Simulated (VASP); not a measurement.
The system is AlN.

```xyz
4
Lattice="3.2923 0.0000 0.0000 -1.6462 2.8513 0.0000 0.0000 0.0000 4.1370" Properties=species:S:1:pos:R:3 pbc="T T T"
Al    0.0000    1.9008    1.0342
Al    1.6462    0.9504    3.1027
N     1.6462    0.9504    1.0342
N     0.0000    1.9008    3.1027
```

Base run:

- Program: VASP 6.6.1
- Functional: LDA
- Potentials or basis: VASP PAW LDA potentials, release 64 (Al, N)
- Cutoff: 520 eV
- k mesh: 12 × 12 × 6
- Occupations: gaussian, width 0.01 eV
- Spin: no spin polarisation

Its results: band gap on the k mesh 3.48 eV, direct; pressure -3.5 GPa.

Question: The run is repeated on the same cell with these changes: functional from LDA to r2SCAN; potentials or basis from VASP PAW LDA potentials, release 64 (Al, N) to VASP PAW PBE potentials, release 64 (Al, N). What comes out?

Answer: Band gap on the k mesh 4.06 eV, direct; pressure -0.6 GPa.

Caveats: the PAW data sets were made with another functional, which shifts forces and pressure a little (some runs).

A k mesh can miss the band edges.
